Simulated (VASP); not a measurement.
# HgTe (I-4m2) in VASP: single point with PBEsol

Aim: the single point of HgTe with PBEsol.

Program: VASP 6.6.1. These are calculated values, not measurements. Logs are shortened: lines on timing, memory, paths and dates and some standing lists are left out, and cuts for length are marked.

## 1. The cell of the first run

The structure is tetragonal, space group I-4m2 (No. 119). Conventional cell: a = 4.559 Å, b = 4.559 Å, c = 6.705 Å, α = 90.00°, β = 90.00°, γ = 90.00°. Within 3.7 Å of Hg (site symmetry -4m2) lie 4 Te at 2.83 Å. Te (site symmetry -4m2) has 4 Hg at 2.83 Å within 3.7 Å.

## 2. Single point, PBEsol (strain +0.000 along x and y, +0.040 along z)

INCAR reads:

```
PREC = Accurate
ENCUT = 520
EDIFF = 1E-7
ISMEAR = 0
SIGMA = 0.15
LREAL = F
LASPH = T
NELM = 100
ALGO = Normal
ISIF = 2
LWAVE = F
LCHARG = T
GGA = PS
LELF = T
LVHAR = T
NBANDS = 16
```

KPOINTS reads:

```
regular mesh
0
Gamma
  14 14 14
```

POSCAR reads:

```
HgTe
1.0
    0.0000000000      3.2235000000      3.3524400000
    3.2235000000      0.0000000000      3.3524400000
    3.2235000000      3.2235000000      0.0000000000
Hg Te
1 1
Direct
    0.0000000000      0.0000000000      0.0000000000
    0.7500000000      0.7500000000      0.7500000000
```

Potentials or basis: VASP PAW PBE potentials, release 64 (Hg, Te).

On the command line:

```console
> cat potpaw_PBE.64/Hg/POTCAR potpaw_PBE.64/Te/POTCAR > POTCAR
> mpirun -np 1 vasp_std > vasp.out
```

OUTCAR:

```text
PREC = Accurate
   ENCUT = 520
   EDIFF = 1E-7
   ISMEAR = 0
   LREAL = F
   LASPH = T
   NELM = 100
   ISIF = 2
   GGA = PS

 ion  position               nearest neighbor table
   1  0.000  0.000  0.000-   2 2.83   2 2.83   2 2.83   2 2.83
   2  0.750  0.750  0.750-   1 2.83   1 2.83   1 2.83   1 2.83

  LATTYP: Found a body centered tetragonal cell.
 ALAT       =     4.5587174183
 C/A-ratio  =     1.4707821049

  Lattice vectors:

 A1 = (  -3.2235000000,   0.0000000000,   3.3524400000)
 A2 = (   3.2235000000,   0.0000000000,   3.3524400000)
 A3 = (   0.0000000000,   3.2235000000,  -3.3524400000)

Analysis of symmetry for initial positions (statically):
=====================================================================
 Subroutine PRICEL returns:
 Original cell was already a primitive cell.

 Routine SETGRP: Setting up the symmetry group for a
 body centered tetragonal supercell.

 Subroutine GETGRP returns: Found  8 space group operations
 (whereof  8 operations were pure point group operations)
 out of a pool of 16 trial point group operations.

The static configuration has the point symmetry D_2d.

Analysis of symmetry for dynamics (positions and initial velocities):
=====================================================================
 Subroutine PRICEL returns:
 Original cell was already a primitive cell.

 Routine SETGRP: Setting up the symmetry group for a
 body centered tetragonal supercell.

 Subroutine GETGRP returns: Found  8 space group operations
 (whereof  8 operations were pure point group operations)
 out of a pool of 16 trial point group operations.

The dynamic configuration has the point symmetry D_2d.

 Subroutine INISYM returns: Found  8 space group operations
 (whereof  8 operations are pure point group operations),
 and found     1 'primitive' translations

----------------------------------------------------------------------------------------

                                     Primitive cell

  volume of cell :      69.6701

  direct lattice vectors                    reciprocal lattice vectors
     0.000000000  3.223500000  3.352440000    -0.155110904  0.155110904  0.149145100
     3.223500000  0.000000000  3.352440000     0.155110904 -0.155110904  0.149145100
     3.223500000  3.223500000  0.000000000     0.155110904  0.155110904 -0.149145100

  length of vectors
     4.650785547  4.650785547  4.558717418     0.265260337  0.265260337  0.265260337

  position of ions in fractional coordinates (direct lattice)
     0.000000000  0.000000000  0.000000000
     0.750000000  0.750000000  0.750000000

  ion indices of the primitive-cell ions
   primitive index   ion index
                 1           1
                 2           2

----------------------------------------------------------------------------------------

 KPOINTS: regular mesh

Automatic generation of k-mesh.
 Grid dimensions read from file:
 generate k-points for:   14   14   14

 Generating k-lattice:

  Cartesian coordinates                     Fractional coordinates (reciprocal lattice)
    -0.011079350  0.011079350  0.010653221     0.071428571  0.000000000  0.000000000
     0.011079350 -0.011079350  0.010653221     0.000000000  0.071428571  0.000000000
     0.011079350  0.011079350 -0.010653221     0.000000000  0.000000000  0.071428571

  Length of vectors
     0.018947167  0.018947167  0.018947167

  Shift w.r.t. Gamma in fractional coordinates (k-lattice)
     0.000000000  0.000000000  0.000000000

 Subroutine IBZKPT returns following result:
 ===========================================

 Found    244 irreducible k-points:

 Following reciprocal coordinates:
            Coordinates               Weight
  0.000000  0.000000  0.000000      1.000000
  0.071429 -0.000000  0.000000      8.000000
  0.142857 -0.000000  0.000000      8.000000
  0.214286  0.000000  0.000000      8.000000
  0.285714 -0.000000  0.000000      8.000000
  0.357143 -0.000000  0.000000      8.000000
[... 16 lines left out ...]
  0.214286  0.142857  0.000000      8.000000
  0.285714  0.142857  0.000000      8.000000
 [... further k-points ...]
   k-points           NKPTS =    244   k-points in BZ     NKDIM =    244   number of bands    NBANDS=     16
   number of dos      NEDOS =    301   number of ions     NIONS =      2
   total plane-waves  NPLWV =  46656
   dimension x,y,z NGX =    36 NGY =   36 NGZ =   36
   dimension x,y,z NGXF=    72 NGYF=   72 NGZF=   72
   ions per type =               1   1
   NGX,Y,Z   is equivalent  to a cutoff of  12.87, 12.87, 13.13 a.u.
   NGXF,Y,Z  is equivalent  to a cutoff of  25.74, 25.74, 26.26 a.u.
 SYSTEM =  unknown system
   PREC   = accura    normal or accurate (medium, high low for compatibility)
   ISTART =      0    job   : 0-new  1-cont  2-samecut
   ICHARG =      2    charge: 1-file 2-atom 10-const
   ISPIN  =      1    spin polarized calculation?
   LNONCOLLINEAR =      F non collinear calculations
   LSORBIT =      F    spin-orbit coupling
   LASPH  =      T    aspherical Exc in radial PAW
   ENCUT  =  520.0 eV  38.22 Ry    6.18 a.u.   8.65  8.65  8.48*2*pi/ulx,y,z
   NELM   =    100;   NELMIN=  2; NELMDL= -5     # of ELM steps
   EDIFF  = 0.1E-06   stopping-criterion for ELM
   LREAL  =      F    real-space projection
   EDIFFG = 0.1E-05   stopping-criterion for IOM
   NSW    =      0    number of steps for IOM
   IBRION =     -1    ionic relax: 0-MD 1-quasi-New 2-CG
   NFREE  =      0    steps in history (QN), initial steepest desc. (CG)
   ISIF   =      2    stress and relaxation
   ISYM   =      2    0-nonsym 1-usesym 2-fastsym
   POTIM  = 0.5000    time-step for ionic-motion
   TEBEG  =    0.0;   TEEND  =   0.0 temperature during run
   PSTRESS=    0.0 pullay stress
   NELECT =      18.0000    total number of electrons
   NUPDOWN=      -1.0000    fix difference up-down
   EMIN   =  10.00;   EMAX   =-10.00  energy-range for DOS
   EFERMI =   0.00;   METHOD = LEGACY
   ISMEAR =     0;   SIGMA  =   0.15  broadening in eV -4-tet -1-fermi 0-gaus
   EFERMI_NEDOS =   21; number of points for ismear=-14 and -15
   IALGO  =     38    algorithm
   IMIX   =      4    mixing-type and parameters
     AMIX     =   0.40;   BMIX     =  1.00
     AMIX_MAG =   1.60;   BMIX_MAG =  1.00
  volume/ion in A,a.u.               =      34.84       235.08
  Fermi-wavevector in a.u.,A,eV,Ry     =   1.042678  1.970376 14.791947  1.087177
  Thomas-Fermi vector in A             =   2.177354
   LORBIT       =      0    0 simple, 1 ext, 2 COOP (PROOUT), +10 PAW based schemes
   GGA     = PS    functional components
   LHFCALC =     F    Hartree Fock is set to
   AEXX    =    0.0000 exact exchange contribution
   IVDW    =     0    specifies the selected vdW correction
   LEPSILON=     F    determine dielectric tensor
   LRPA    =     F    only Hartree local field effects (RPA)
 non-spin polarized calculation
 Gauss-broadening in eV      SIGMA  =   0.15
  energy-cutoff  :      520.00
  volume of cell :       69.67
 maximum number of plane-waves:      1901
   NGX = 17   NGY = 17   NGZ = 17

 number of electron      18.0000004 magnetization

 Free energy of the ion-electron system (eV)
  ---------------------------------------------------
  ext. energy  EPLUGINS =         0.00000000
  ---------------------------------------------------
  free energy    TOTEN  =        -4.37340409 eV

  energy without entropy =       -4.37311441  energy(sigma->0) =       -4.37325925

 E-fermi :   2.7677     XC(G=0):  -8.7964

 val. band max:        2.6683562539   @ k =   0.0000   0.0000   0.0000
 cond. band min:       2.9377128628   @ k =   0.0714  -0.0000   0.0000
 fundamental gap:      0.2693566088
 Fermi energy:         2.7676662713

 k-point     1 :       0.0000    0.0000    0.0000
  band No.  band energies     occupation
      1      -9.1747      2.00000
      2      -4.5431      2.00000
      3      -4.5336      2.00000
      4      -4.5336      2.00000
      5      -4.0533      2.00000
      6      -4.0273      2.00000
[... 8 lines left out ...]
     15      11.8171      0.00000
     16      12.0810      0.00000

 k-point     2 :       0.0714   -0.0000    0.0000
  band No.  band energies     occupation
      1      -9.1502      2.00000
      2      -4.5368      2.00000
      3      -4.5266      2.00000
      4      -4.5249      2.00000
      5      -4.0536      2.00000
      6      -4.0286      2.00000
[... 8 lines left out ...]
     15      11.3844      0.00000
     16      11.8445      0.00000

 k-point     3 :       0.1429   -0.0000    0.0000
  band No.  band energies     occupation
      1      -9.0805      2.00000
      2      -4.5182      2.00000
      3      -4.5073      2.00000
      4      -4.4960      2.00000
      5      -4.0535      2.00000
      6      -4.0314      2.00000
[... 8 lines left out ...]
     15      11.0540      0.00000
     16      11.3789      0.00000

 k-point     4 :       0.2143    0.0000    0.0000
  band No.  band energies     occupation
      1      -8.9766      2.00000
      2      -4.4922      2.00000
      3      -4.4806      2.00000
      4      -4.4340      2.00000
      5      -4.0509      2.00000
      6      -4.0337      2.00000
[... 8 lines left out ...]
     15      11.0034      0.00000
     16      11.1497      0.00000
[... 324 lines left out ...]
 k-point    22 :       0.1429    0.1429    0.0000
  band No.  band energies     occupation
      1      -9.0528      2.00000
      2      -4.5253      2.00000
      3      -4.4823      2.00000
      4      -4.4823      2.00000
      5      -4.0717      2.00000
      6      -4.0181      2.00000
[... 8 lines left out ...]
     15      10.4218      0.00000
     16      12.4607      0.00000

 k-point    23 :       0.2143    0.1429    0.0000
  band No.  band energies     occupation
      1      -8.9765      2.00000
      2      -4.5047      2.00000
      3      -4.4543      2.00000
      4      -4.4480      2.00000
      5      -4.0769      2.00000
      6      -4.0147      2.00000
[... 8 lines left out ...]
     15      11.0828      0.00000
     16      12.2403      0.00000

 k-point    24 :       0.2857    0.1429    0.0000
  band No.  band energies     occupation
      1      -8.8731      2.00000
      2      -4.4733      2.00000
      3      -4.4239      2.00000
      4      -4.3805      2.00000
      5      -4.0739      2.00000
      6      -4.0125      2.00000
[... 8 lines left out ...]
     15      11.5538      0.00000
     16      12.1025      0.00000

 [... further k-points ...]

------------------------ aborting loop because EDIFF is reached ----------------------------------------

  FORCE on cell =-STRESS in cart. coord.  units (eV):
  Direction    XX          YY          ZZ          XY          YZ          ZX
  --------------------------------------------------------------------------------------
  -------------------------------------------------------------------------------------
  Total       -0.0523375     -0.0523375     -0.3495697      0.0000000      0.0000000     -0.0000000
  in kB       -1.2035859     -1.2035859     -8.0389246      0.0000000      0.0000000     -0.0000000
  external PRESSURE =      -3.4820321 kB  Pullay stress =       0.0000000 kB

 VOLUME and BASIS-vectors are now :
 -----------------------------------------------------------------------------
  energy-cutoff  :      520.00
  volume of cell :       69.67
      direct lattice vectors                 reciprocal lattice vectors
     0.000000000  3.223500000  3.352440000    -0.155110904  0.155110904  0.149145100
     3.223500000  0.000000000  3.352440000     0.155110904 -0.155110904  0.149145100
     3.223500000  3.223500000  0.000000000     0.155110904  0.155110904 -0.149145100

 POSITION                                       TOTAL-FORCE (eV/Angst)
 -----------------------------------------------------------------------------------
      0.00000      0.00000      0.00000        -0.000000     -0.000000      0.000000
      4.83525      4.83525      5.02866         0.000000      0.000000     -0.000000
 -----------------------------------------------------------------------------------
    total drift:                                0.000000      0.000000     -0.000000

  FREE ENERGIE OF THE ION-ELECTRON SYSTEM (eV)
  ---------------------------------------------------
  free  energy   TOTEN  =        -4.3734040924 eV

  energy  without entropy=       -4.3731144054  energy(sigma->0) =       -4.37325925
```

It took 3.6 min on 1 thread of Intel Xeon Platinum 8488C (Sapphire Rapids), shared host; peak memory 0.42 GiB.

Results:

| Quantity | Value |
| --- | --- |
| Free energy | -4.3734 eV |
| Pressure | -0.3 GPa |
| Band gap on the k mesh | zero (filled and empty bands touch) |

Stress tensor (GPa, compression positive):
```
-0.12  0.00  0.00
 0.00 -0.12  0.00
 0.00  0.00 -0.80
```

Caveat: the cell differs from its parent crystal (strain +0.000 along x and y, +0.040 along z); semilocal functionals underestimate gaps, so a narrow gap can read as zero; the PAW data sets were made with another functional, which shifts forces and pressure a little; spin-orbit coupling is left out, which moves the levels of the heavy elements.
